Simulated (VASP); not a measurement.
# SnSe2 (1T) (P-3m1) in VASP: a series of runs

The runs below take SnSe2 (1T) through single point, relaxation of cell and atoms, with LDA.

All numbers are computed with VASP 6.6.1; they aren't measurements. Logs are shortened: lines on timing, memory, paths and dates and some standing lists are left out, and cuts for length are marked.

## 1. The cell of the first run

It takes space group P-3m1 (No. 164, trigonal). Conventional cell: a = 3.800 Å, b = 3.800 Å, c = 5.890 Å, α = 90.00°, β = 90.00°, γ = 120.00°. Within 3.6 Å of Sn (site symmetry -3m) lie 6 Se at 2.70 Å. Within 3.6 Å of Se (site symmetry 3m) lie 3 Sn at 2.70 Å and 3 Se at 3.51 Å.

## 2. Single point, LDA

File INCAR:

```
SYSTEM = SnSe2
ALGO = Normal
EDIFF = 1E-6
ENCUT = 520
ISIF = 2
ISMEAR = 0
LASPH = .True.
LCHARG = .True.
LELF = .True.
LREAL = .False.
LVHAR = .True.
LWAVE = .False.
NBANDS = 20
NELM = 100
PREC = Accurate
SIGMA = 0.02
```

File KPOINTS:

```
k-points
0
Gamma
  12 12 8
  0 0 0
```

File POSCAR:

```
SnSe2
1.0
    3.8004248690      0.0000000000      0.0000000000
   -1.9002124345      3.2912644817      0.0000000000
    0.0000000000      0.0000000000      5.8896775835
Sn Se
1 2
Direct
    0.0000000000      0.0000000000      0.0000000000
    0.3333333333      0.6666666667      0.2677218834
    0.6666666667      0.3333333333      0.7322781166
```

Potentials or basis: VASP PAW LDA potentials, release 64 (Sn_d, Se).

Run with:

```
cat potpaw_LDA.64/Sn_d/POTCAR potpaw_LDA.64/Se/POTCAR > POTCAR
mpirun -np 1 vasp_std > vasp.out
```

OUTCAR:

```text
SYSTEM = SnSe2
   EDIFF = 1E-6
   ENCUT = 520
   ISIF = 2
   ISMEAR = 0
   LASPH = .True.
   LREAL = .False.
   NELM = 100
   PREC = Accurate

 ion  position               nearest neighbor table
   1  0.000  0.000  0.000-   2 2.70   3 2.70   2 2.70   3 2.70   3 2.70   2 2.70
   2  0.333  0.667  0.268-   1 2.70   1 2.70   1 2.70
   3  0.667  0.333  0.732-   1 2.70   1 2.70   1 2.70

  LATTYP: Found a hexagonal cell.
 ALAT       =     3.8004248690
 C/A-ratio  =     1.5497418806

  Lattice vectors:

 A1 = (   3.8004248690,   0.0000000000,   0.0000000000)
 A2 = (  -1.9002124345,   3.2912644817,   0.0000000000)
 A3 = (   0.0000000000,   0.0000000000,   5.8896775835)

Analysis of symmetry for initial positions (statically):
=====================================================================
 Subroutine PRICEL returns:
 Original cell was already a primitive cell.

 Routine SETGRP: Setting up the symmetry group for a
 hexagonal supercell.

 Subroutine GETGRP returns: Found 12 space group operations
 (whereof 12 operations were pure point group operations)
 out of a pool of 24 trial point group operations.

The static configuration has the point symmetry D_3d.

Analysis of symmetry for dynamics (positions and initial velocities):
=====================================================================
 Subroutine PRICEL returns:
 Original cell was already a primitive cell.

 Routine SETGRP: Setting up the symmetry group for a
 hexagonal supercell.

 Subroutine GETGRP returns: Found 12 space group operations
 (whereof 12 operations were pure point group operations)
 out of a pool of 24 trial point group operations.

The dynamic configuration has the point symmetry D_3d.

 Subroutine INISYM returns: Found 12 space group operations
 (whereof 12 operations are pure point group operations),
 and found     1 'primitive' translations

----------------------------------------------------------------------------------------

                                     Primitive cell

  volume of cell :      73.6693

  direct lattice vectors                    reciprocal lattice vectors
     3.800424869  0.000000000  0.000000000     0.263128475  0.151917296  0.000000000
    -1.900212434  3.291264482  0.000000000     0.000000000  0.303834592  0.000000000
     0.000000000  0.000000000  5.889677584     0.000000000  0.000000000  0.169788581

  length of vectors
[... 74 lines left out ...]
 SYSTEM =  SnSe2
   PREC   = accura    normal or accurate (medium, high low for compatibility)
   ISTART =      0    job   : 0-new  1-cont  2-samecut
   ICHARG =      2    charge: 1-file 2-atom 10-const
   ISPIN  =      1    spin polarized calculation?
   LNONCOLLINEAR =      F non collinear calculations
   LSORBIT =      F    spin-orbit coupling
   LASPH  =      T    aspherical Exc in radial PAW
   ENCUT  =  520.0 eV  38.22 Ry    6.18 a.u.   7.07  7.07 10.95*2*pi/ulx,y,z
   NELM   =    100;   NELMIN=  2; NELMDL= -5     # of ELM steps
   EDIFF  = 0.1E-05   stopping-criterion for ELM
   LREAL  =      F    real-space projection
   EDIFFG = 0.1E-04   stopping-criterion for IOM
   NSW    =      0    number of steps for IOM
   IBRION =     -1    ionic relax: 0-MD 1-quasi-New 2-CG
   NFREE  =      0    steps in history (QN), initial steepest desc. (CG)
   ISIF   =      2    stress and relaxation
   ISYM   =      2    0-nonsym 1-usesym 2-fastsym
   POTIM  = 0.5000    time-step for ionic-motion
   TEBEG  =    0.0;   TEEND  =   0.0 temperature during run
   PSTRESS=    0.0 pullay stress
   NELECT =      26.0000    total number of electrons
   NUPDOWN=      -1.0000    fix difference up-down
   EMIN   =  10.00;   EMAX   =-10.00  energy-range for DOS
   EFERMI =   0.00;   METHOD = LEGACY
   ISMEAR =     0;   SIGMA  =   0.02  broadening in eV -4-tet -1-fermi 0-gaus
   EFERMI_NEDOS =   21; number of points for ismear=-14 and -15
   IALGO  =     38    algorithm
   IMIX   =      4    mixing-type and parameters
     AMIX     =   0.40;   BMIX     =  1.00
     AMIX_MAG =   1.60;   BMIX_MAG =  1.00
  volume/ion in A,a.u.               =      24.56       165.71
  Fermi-wavevector in a.u.,A,eV,Ry     =   1.156921  2.186264 18.210946  1.338467
  Thomas-Fermi vector in A             =   2.293537
   LORBIT       =      0    0 simple, 1 ext, 2 COOP (PROOUT), +10 PAW based schemes
   GGA     = CA    functional components
   LHFCALC =     F    Hartree Fock is set to
   AEXX    =    0.0000 exact exchange contribution
   IVDW    =     0    specifies the selected vdW correction
   LEPSILON=     F    determine dielectric tensor
   LRPA    =     F    only Hartree local field effects (RPA)
 non-spin polarized calculation
 Gauss-broadening in eV      SIGMA  =   0.02
  energy-cutoff  :      520.00
  volume of cell :       73.67
 maximum number of plane-waves:      2004
   NGX = 15   NGY = 15   NGZ = 21

 number of electron      25.9999995 magnetization

 Free energy of the ion-electron system (eV)
  ---------------------------------------------------
  ext. energy  EPLUGINS =         0.00000000
  ---------------------------------------------------
  free energy    TOTEN  =       -13.79473249 eV

  energy without entropy =      -13.79473249  energy(sigma->0) =      -13.79473249

 E-fermi :   5.0238     XC(G=0): -10.0655

 val. band max:        4.9036152533   @ k =   0.0833   0.0833   0.0000
 cond. band min:       5.1083369829   @ k =   0.0000   0.4167   0.3750
 fundamental gap:      0.2047217296
 Fermi energy:         5.0237704217

 k-point     1 :       0.0000    0.0000    0.0000
  band No.  band energies     occupation
      1     -16.5416      2.00000
      2     -16.5416      2.00000
      3     -16.4993      2.00000
      4     -16.4862      2.00000
      5     -16.4862      2.00000
      6      -9.4249      2.00000
[... 541 lines left out ...]
     19      12.4326      0.00000
     20      13.5011      0.00000

 [... further k-points ...]
[... 5 lines left out ...]
  --------------------------------------------------------------------------------------
  -------------------------------------------------------------------------------------
  Total        0.0876904      0.0876904      0.0945615     -0.0000000      0.0000000      0.0000000
  in kB        1.9071115      1.9071115      2.0565458     -0.0000000      0.0000000      0.0000000
  external PRESSURE =       1.9569229 kB  Pullay stress =       0.0000000 kB

 VOLUME and BASIS-vectors are now :
 -----------------------------------------------------------------------------
  energy-cutoff  :      520.00
  volume of cell :       73.67
      direct lattice vectors                 reciprocal lattice vectors
     3.800424869  0.000000000  0.000000000     0.263128475  0.151917296  0.000000000
    -1.900212434  3.291264482  0.000000000     0.000000000  0.303834592  0.000000000
     0.000000000  0.000000000  5.889677584     0.000000000  0.000000000  0.169788581

 POSITION                                       TOTAL-FORCE (eV/Angst)
 -----------------------------------------------------------------------------------
      0.00000      0.00000      0.00000        -0.000000      0.000000      0.000000
     -0.00000      2.19418      1.57680         0.000000      0.000000      0.024781
      1.90021      1.09709      4.31288        -0.000000     -0.000000     -0.024781
 -----------------------------------------------------------------------------------
    total drift:                               -0.000000      0.000000      0.000000

  FREE ENERGIE OF THE ION-ELECTRON SYSTEM (eV)
  ---------------------------------------------------
  free  energy   TOTEN  =       -13.7947324885 eV

  energy  without entropy=      -13.7947324885  energy(sigma->0) =      -13.79473249
```

Wall time 2.1 min (1 thread of Intel Xeon Platinum 8259CL at 2.50GHz (Skylake/Cascade Lake), shared host); peak memory 0.29 GiB.

What came out:

- Free energy: -13.7947 eV
- Pressure: 0.2 GPa
- Largest force: 0.025 eV/Å
- Band gap on the k mesh: 0.20 eV, indirect (least direct gap 0.69 eV)

Forces on the atoms (eV/Å):
```
Sn   0.000  0.000  0.000
Se   0.000  0.000  0.025
Se   0.000  0.000 -0.025
```

Levels at points of the mesh, in eV from the valence-band top:
```tsv
k point	band 9	band 10	band 11	band 12	band 13	band 14	band 15	band 16	band 17	band 18
(0.00, 0.00, 0.00)	-0.86	-0.86	-0.69	-0.69	-0.13	0.56	2.69	4.36	4.36	8.01
(0.50, 0.00, 0.00)	-4.63	-3.55	-2.93	-1.97	-0.46	1.03	3.28	4.71	4.71	6.89
(0.00, 0.00, 0.50)	-2.75	-1.05	-1.05	-0.38	-0.38	2.38	2.56	3.91	3.91	7.11
(0.50, 0.00, 0.50)	-5.41	-2.59	-2.20	-1.31	-1.18	0.52	3.66	4.33	5.57	5.95
```

Caveat: spin-orbit coupling is left out, which moves the levels of the heavy elements.

## 3. Relaxation of cell and atoms, LDA

This run uses another cell than the first one, of 25.73 Å³/atom, 1.048 times its volume.

File INCAR:

```
SYSTEM = SnSe2
PREC     = Accurate       ! precision mode
ENCUT    = 600            ! plane-wave cutoff, eV
EDIFF    = 1E-6           ! SCF threshold, eV
ISMEAR   = 0              ! smearing method
SIGMA    = 0.02           ! smearing width, eV
LREAL    = .False.        ! projectors in reciprocal space
LASPH    = .True.         ! aspherical terms in the spheres
NELM     = 100            ! most SCF steps
ALGO     = Normal         ! electronic algorithm
ISIF     = 3              ! what is computed and relaxed
LWAVE    = .False.        ! write WAVECAR
LCHARG   = .False.        ! write CHGCAR
GGA      = CA             ! functional
IBRION   = 2              ! ionic algorithm
NSW      = 80             ! ionic steps
EDIFFG   = -0.002         ! ionic threshold
```

File KPOINTS:

```
Automatic mesh
0
Gamma
  12 12 8
  0 0 0
```

File POSCAR:

```
SnSe2
1.0
    3.8110000000      0.0000000000      0.0000000000
   -1.9055000000      3.3004228138      0.0000000000
    0.0000000000      0.0000000000      6.1370000000
Sn Se
1 2
Direct
    0.0000000000      0.0000000000      0.0000000000
    0.3333333333      0.6666666667      0.2500000000
    0.6666666667      0.3333333333      0.7500000000
```

Potentials or basis: VASP PAW LDA potentials, release 64 (Sn_d, Se).

Run with:

```
cat potpaw_LDA.64/Sn_d/POTCAR potpaw_LDA.64/Se/POTCAR > POTCAR
mpirun -np 1 vasp_std > vasp.out
```

Run time: 26 min. Hardware: 1 thread of Intel Xeon Platinum 8259CL at 2.50GHz (Skylake/Cascade Lake), shared host; peak memory 0.34 GiB.

It converged, with:

```yaml
Free_energy: -13.7951 eV
Relaxed_volume: 24.62 Å³/atom
Relaxed_cell: a = 3.804 Å, b = 3.804 Å, c = 5.896 Å, α = 90.00°, β = 90.00°, γ = 120.00°
Space_group_after_relaxing_to_0.05_Å: P-3m1 (No. 164)
Energy_gained_by_relaxing: 10.7 meV/atom
Ionic_steps: 20
Pressure_after_relaxing: 0.0 GPa
Band_gap_on_the_k_mesh: 0.20 eV, indirect (least direct gap 0.68 eV)
```

Step by step:
```tsv
step	energy change (eV)	largest force (eV/Å)	pressure (GPa)	volume (Å³)
1	0.0000	0.4437	0.74	77.19
2	-0.0106	0.0154	-1.23	78.51
3	-0.0117	0.1124	-0.79	78.20
4	-0.0173	0.0807	-0.32	77.20
5	-0.0180	0.0623	-0.03	76.65
6	-0.0203	0.0735	0.06	76.30
7	-0.0256	0.1068	0.34	75.25
8	-0.0279	0.1706	1.13	73.13
9	-0.0285	0.1560	0.90	73.72
10	-0.0297	0.1307	0.75	73.73
11	-0.0317	0.0577	0.32	73.75
12	-0.0306	0.0800	-0.48	73.79
13	-0.0321	0.0095	0.02	73.77
14	-0.0321	0.0125	0.05	73.77
15	-0.0321	0.0108	0.04	73.78
16	-0.0322	0.0052	0.00	73.83
17	-0.0322	0.0042	0.01	73.84
18	-0.0322	0.0023	0.00	73.86
19	-0.0322	0.0017	-0.03	73.90
20	-0.0322	0.0016	0.01	73.87
```

Final structure:
```
CELL_PARAMETERS angstrom
3.80352 0.00000 0.00000
-1.90176 3.29395 0.00000
0.00000 0.00000 5.89590
ATOMIC_POSITIONS crystal
Sn 0.00000 0.00000 0.00000
Se 0.33333 0.66667 0.26773
Se 0.66667 0.33333 0.73227
```

Levels at points of the mesh, in eV from the valence-band top:
| k point | band 10 | band 11 | band 12 | band 13 | band 14 | band 15 | band 16 | band 17 |
| --- | --- | --- | --- | --- | --- | --- | --- | --- |
| (0.00, 0.00, 0.00) | -0.85 | -0.69 | -0.69 | -0.14 | 0.55 | 2.70 | 4.35 | 4.35 |
| (0.50, 0.00, 0.00) | -3.54 | -2.91 | -1.96 | -0.46 | 1.03 | 3.28 | 4.71 | 4.71 |
| (0.00, 0.00, 0.50) | -1.04 | -1.04 | -0.38 | -0.38 | 2.37 | 2.56 | 3.91 | 3.91 |
| (0.50, 0.00, 0.50) | -2.58 | -2.20 | -1.30 | -1.18 | 0.51 | 3.66 | 4.33 | 5.58 |

Caveat: spin-orbit coupling is left out, which moves the levels of the heavy elements. A k mesh can miss the band edges.

## 4. Single point, LDA

This run uses another cell than the first one, of 23.36 Å³/atom, 0.951 times its volume.

File INCAR:

```
PREC = Accurate
ENCUT = 520
EDIFF = 1E-7
ISMEAR = 0
SIGMA = 0.02
LREAL = F
LASPH = T
NELM = 100
ALGO = Normal
ISIF = 2
LWAVE = F
LCHARG = F
GGA = CA
NBANDS = 20
```

File KPOINTS:

```
Automatic mesh
0
Gamma
  12 12 8
```

File POSCAR:

```
SnSe2
1.0
    3.7804513737      0.0000000000      0.0000000000
   -1.8902256869      3.2739669274      0.0000000000
    0.0000000000      0.0000000000      5.6623501252
Sn Se
1 2
Direct
    0.0000000000      0.0000000000      0.0000000000
    0.3333333333      0.6666666667      0.2782996968
    0.6666666667      0.3333333333      0.7217003032
```

Run with:

```
cat potpaw_LDA.64/Sn_d/POTCAR potpaw_LDA.64/Se/POTCAR > POTCAR
mpirun -np 1 vasp_std > vasp.out
```

It took 2.2 min on 1 thread of Intel Xeon Platinum 8259CL at 2.50GHz (Skylake/Cascade Lake), shared host; peak memory 0.28 GiB.

It converged, with:

```yaml
Free_energy: -13.7717 eV
Pressure: 2.2 GPa
Largest_force: 0.025 eV/Å
Band_gap_on_the_k_mesh: zero (band 13 reaches 5.71 eV, above the bottom of band 14 at 5.68 eV)
```

Forces in eV/Å, atoms in the order of the input:
```
Sn   0.000  0.000  0.000
Se   0.000  0.000  0.025
Se   0.000  0.000 -0.025
```

Levels at points of the mesh, in eV from the Fermi level:
```csv
k point,band 10,band 11,band 12,band 13,band 14,band 15,band 16,band 17
"(0.00, 0.00, 0.00)",-1.07,-1.04,-1.04,-0.17,0.41,2.56,4.25,4.25
"(0.50, 0.00, 0.00)",-4.05,-3.29,-2.51,-0.57,1.06,3.08,4.25,4.33
"(0.00, 0.00, 0.50)",-1.37,-1.37,-0.56,-0.56,2.38,2.45,3.61,3.61
"(0.50, 0.00, 0.50)",-2.79,-2.34,-1.67,-1.63,0.52,3.42,4.18,5.49
```

Caveat: spin-orbit coupling is left out, which moves the levels of the heavy elements.

## 5. Relaxation of cell and atoms, LDA, target pressure 2 GPa, at which the enthalpy is minimised

File INCAR:

```
ALGO = Normal ; EDIFF = 1E-6
EDIFFG = -0.002 ; ENCUT = 600
GGA = CA ; IBRION = 2
ISIF = 3 ; ISMEAR = 0
LASPH = True ; LCHARG = False
LREAL = False ; LWAVE = False
NELM = 100 ; NSW = 80
PREC = Accurate ; PSTRESS = 20.0
SIGMA = 0.02
```

File KPOINTS:

```
k-points
0
Gamma
  12 12 8
```

File POSCAR:

```
SnSe2
1.0
    3.8004248690      0.0000000000      0.0000000000
   -1.9002124345      3.2912644817      0.0000000000
    0.0000000000      0.0000000000      5.8896775835
Sn Se
1 2
Direct
    0.0000000000      0.0000000000      0.0000000000
    0.3333333333      0.6666666667      0.2677218834
    0.6666666667      0.3333333333      0.7322781166
```

Run with:

```
cat potpaw_LDA.64/Sn_d/POTCAR potpaw_LDA.64/Se/POTCAR > POTCAR
mpirun -np 1 vasp_std > vasp.out
```

It took 18 min on 1 thread of Intel Xeon Platinum 8488C (Sapphire Rapids), shared host; peak memory 0.34 GiB.

The run converged. Its results:

| Item | Value |
| --- | --- |
| Free energy | -13.7740 eV |
| Relaxed volume | 23.41 Å³/atom |
| Relaxed cell | a = 3.784 Å, b = 3.784 Å, c = 5.665 Å, α = 90.00°, β = 90.00°, γ = 120.00° |
| Space group after relaxing (to 0.05 Å) | P-3m1 (No. 164) |
| Energy change on relaxing (the enthalpy is what falls) | +6.9 meV/atom |
| Ionic steps | 19 |
| Pressure after relaxing | 2.0 GPa |
| Band gap on the k mesh | zero (band 13 reaches 5.69 eV, above the bottom of band 14 at 5.65 eV) |

Step by step:
```tsv
step	energy change (eV)	largest force (eV/Å)	pressure (GPa)	volume (Å³)
1	0.0000	0.0250	0.21	73.67
2	0.0315	0.3552	3.44	70.78
3	0.0114	0.2117	2.04	71.98
4	0.0118	0.1487	2.02	71.67
5	0.0152	0.0434	2.03	71.16
6	0.0172	0.0084	2.04	71.00
7	0.0166	0.0003	1.98	70.79
8	0.0189	0.0005	1.94	70.39
9	0.0198	0.0020	1.93	70.32
10	0.0200	0.0021	1.94	70.30
11	0.0224	0.0152	2.14	70.11
12	0.0207	0.0028	2.00	70.25
13	0.0206	0.0030	2.00	70.25
14	0.0208	0.0006	2.01	70.24
15	0.0208	0.0021	1.98	70.24
16	0.0208	0.0038	2.01	70.23
17	0.0208	0.0027	2.02	70.23
18	0.0208	0.0020	2.01	70.24
19	0.0208	0.0018	2.00	70.24
```

Final structure:
```cif
data_structure
_symmetry_space_group_name_H-M 'P 1'
_symmetry_Int_Tables_number 1
_cell_length_a 3.7836
_cell_length_b 3.7836
_cell_length_c 5.6654
_cell_angle_alpha 90.000
_cell_angle_beta 90.000
_cell_angle_gamma 120.000
_cell_volume 70.24
loop_
_atom_site_label
_atom_site_type_symbol
_atom_site_fract_x
_atom_site_fract_y
_atom_site_fract_z
_atom_site_occupancy
Sn1 Sn 0.00000 0.00000 0.00000 1
Se1 Se 0.33333 0.66667 0.27852 1
Se2 Se 0.66667 0.33333 0.72148 1
```

Levels at points of the mesh, in eV from the Fermi level:
```tsv
k point	band 9	band 10	band 11	band 12	band 13	band 14	band 15	band 16	band 17
(0.00, 0.00, 0.00)	-1.06	-1.06	-1.03	-1.03	-0.17	0.40	2.56	4.25	4.25
(0.50, 0.00, 0.00)	-4.80	-4.04	-3.28	-2.51	-0.57	1.06	3.08	4.25	4.32
(0.00, 0.00, 0.50)	-3.15	-1.36	-1.36	-0.56	-0.56	2.38	2.44	3.61	3.61
(0.50, 0.00, 0.50)	-5.88	-2.77	-2.33	-1.66	-1.63	0.52	3.42	4.18	5.50
```

Caveat: the cell is relaxed towards a set pressure, so the enthalpy falls and the energy may rise; spin-orbit coupling is left out, which moves the levels of the heavy elements.

## 6. Overview

```tsv
task	cell	cutoff (eV)	gap on the mesh (eV)	pressure (GPa)	largest force (eV/Å)
single point	a = 3.800, b = 3.800, c = 5.890 Å, angles 90.0, 90.0, 120.0°, 3 atoms	520	0.20	0.2	0.02
relaxation of cell and atoms	relaxed from a = 3.811, b = 3.811, c = 6.137 Å, angles 90.0, 90.0, 120.0°, 3 atoms	600	0.20	0.0	-
single point	a = 3.780, b = 3.780, c = 5.662 Å, angles 90.0, 90.0, 120.0°, 3 atoms	520	none	2.2	0.02
relaxation of cell and atoms	relaxed to 2 GPa from a = 3.800, b = 3.800, c = 5.890 Å, angles 90.0, 90.0, 120.0°, 3 atoms	600	none	2.0	-
```

Alike in all rows: level LDA; potentials or basis VASP PAW LDA potentials, release 64 (Sn_d, Se); no spin polarisation; k mesh 12 × 12 × 8; smearing gaussian 0.02 eV.

Caveats: spin-orbit coupling is left out, which moves the levels of the heavy elements; the cell is relaxed towards a set pressure, so the enthalpy falls and the energy may rise (some runs).

Total energies depend on the potentials used, so only differences within one code and one set of settings carry meaning.
